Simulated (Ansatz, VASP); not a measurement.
## One calculation of Ni, two programs

```xyz
2
Lattice="0.0000 2.5501 2.5501 2.5501 0.0000 2.5501 2.5501 2.5501 0.0000" Properties=species:S:1:pos:R:3 pbc="T T T"
Ni    0.6375    0.6375    0.6375
Ni    4.4627    4.4627    4.4627
```

Alike in both runs: task single point; functional PBE; k mesh 17 × 17 × 17; occupations fermi-dirac, width 0.05 eV; collinear spin.

|  | VASP | Ansatz |
| --- | --- | --- |
| version | VASP 6.6.1 | Ansatz 0.2.0 |
| potentials or method | VASP PAW PBE potentials, release 64 (Ni), cutoff 520 eV | plane waves (420 eV) with PAW, scalar-relativistic |
| valence electrons in the cell | 20 | 36 |

Ansatz gave:

- net moment per atom (μB): 0.80
- size of the moment on the site where the two differ most (μB): 0.84

Problem. Which values does VASP return?

Solution. net moment per atom (μB): 0.79; size of the moment on the site where the two differ most (μB): 0.80.

Site moments also hang on the region over which each program counts them. VASP's potentials hold 20 valence electrons a cell and Ansatz's 36, so a difference there can come from the potentials and not from the codes.
